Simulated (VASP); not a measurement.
SiC (zincblende type), 2 atoms in the cell. Symmetry: F-43m, No. 216, cubic system. The conventional cell has a = 4.148 Å, b = 4.148 Å, c = 4.148 Å, α = 90.00°, β = 90.00°, γ = 90.00°. Si (site symmetry -43m) has 4 C at 1.80 Å within 2.4 Å. Within 2.4 Å of C (site symmetry -43m) lie 4 Si at 1.80 Å.  This cell differs from its parent crystal: volume scaled by 0.88.

```yaml
Program: VASP 6.6.1
Task: single point
Functional: LDA
Potentials_or_basis: VASP PAW LDA potentials, release 64 (Si, C)
Cutoff: 520 eV
k_mesh: 17 × 17 × 17
Occupations: fermi-dirac, width 0.05 eV
Spin: no spin polarisation
Dipole_correction: no
Further_INCAR_settings: ALGO = Normal; EDIFF = 1e-07; NBANDS = 11
```

Potentials or basis: VASP PAW LDA potentials, release 64 (Si, C).

The run is started by

```console
$ cat potpaw_LDA.64/Si/POTCAR potpaw_LDA.64/C/POTCAR > POTCAR
$ mpirun -np 1 vasp_std > vasp.out
```

Hardware: 1 thread of Intel Xeon 6975P-C, with other jobs on the host.

Task: Estimate the wall time of this run.

Result: Run time: 12 s on 1 thread of Intel Xeon 6975P-C, with other jobs on the host, peak memory 0.15 GiB. Counts: scf iterations 13, k points 165.
